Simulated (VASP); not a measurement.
Here is a VASP 6.6.1 calculation.

File INCAR:

```
PREC     = Accurate       # precision mode
ENCUT    = 520            # plane-wave cutoff, eV
EDIFF    = 1E-7           # SCF threshold, eV
ISMEAR   = -1             # smearing method
SIGMA    = 0.15           # smearing width, eV
LREAL    = F              # projectors in reciprocal space
LASPH    = T              # aspherical terms in the spheres
NELM     = 80             # most SCF steps
ALGO     = Normal         # electronic algorithm
ISIF     = 2              # what is computed and relaxed
LWAVE    = F              # write WAVECAR
LCHARG   = F              # write CHGCAR
NBANDS   = 20             # bands
```

The input KPOINTS:

```
regular mesh
0
Gamma
  18 18 10
```

Contents of POSCAR:

```
Ta2C
1.0
    3.0663678159      0.0000000000      0.0000000000
   -1.5331839079      2.6555524259      0.0000000000
    0.0000000000      0.0000000000      4.8716055635
Ta C
2 1
Direct
    0.3333333333      0.6666666667      0.2536735114
    0.6666666667      0.3333333333      0.7463264886
    0.0000000000      0.0000000000      0.0000000000
```

Potentials or basis: VASP PAW LDA potentials, release 64 (Ta_pv, C).

The run is started by

```sh
$ cat potpaw_LDA.64/Ta_pv/POTCAR potpaw_LDA.64/C/POTCAR > POTCAR
$ mpirun -np 1 vasp_std > vasp.out
```

Problem. Estimate the pressure.

Solution. 4.5 GPa.

Problem. Predict the band gap on the k mesh.

Solution. Zero (band 13 reaches 7.31 eV, above the bottom of band 14 at 6.47 eV).

Problem. What does it give for the largest force?

Solution. 0.060 eV/Å.

Forces in eV/Å, atoms in the order of the input:
```
Ta   0.000  0.000  0.060
Ta   0.000  0.000 -0.060
C    0.000  0.000  0.000
```

Caveat: spin-orbit coupling is left out, which moves the levels of the heavy elements.
